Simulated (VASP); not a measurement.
# MgO2: density of states with PBEsol

The system is MgO2.

```
Mg O
1.0
     4.84083    0.00000    0.00000
     0.00000    4.84083    0.00000
     0.00000    0.00000    4.84083
Mg O
4 8
Direct
  0.00000 0.50000 0.50000
  0.50000 0.50000 0.00000
  0.50000 0.00000 0.50000
  0.00000 0.00000 0.00000
  0.41163 0.08837 0.91163
  0.08837 0.91163 0.41163
  0.91163 0.41163 0.08837
  0.58837 0.58837 0.58837
  0.41163 0.41163 0.41163
  0.08837 0.58837 0.91163
  0.91163 0.08837 0.58837
  0.58837 0.91163 0.08837
```

* Program: VASP 6.6.1
* Task: density of states
* Functional: PBEsol
* Potentials or basis: VASP PAW PBE potentials, release 64 (Mg, O)
* Cutoff: 520 eV
* k mesh: 6 × 6 × 6
* Occupations: gaussian, width 0.02 eV
* Spin: no spin polarisation
* Dipole correction: no
* k mesh for the DOS: 9 × 9 × 9
* Occupations for the DOS: tetrahedron
* Further INCAR settings: ALGO = Normal; EDIFF = 1e-06; NBANDS = 40

- Valence electrons inside the program's atomic spheres: Mg 0.40; O 4.97

Levels at points of the mesh, in eV from the valence-band top:
```
           k point  band 24  band 25  band 26  band 27  band 28  band 29  band 30  band 31  band 32  band 33
(0.00, 0.00, 0.00)    -0.50    -0.50    -0.50     0.00     0.00     4.63     4.63     4.63     4.65     6.26
```

It took 2.5 min on 1 thread of Intel Xeon 6975P-C, on a shared host, peak memory 0.29 GiB.
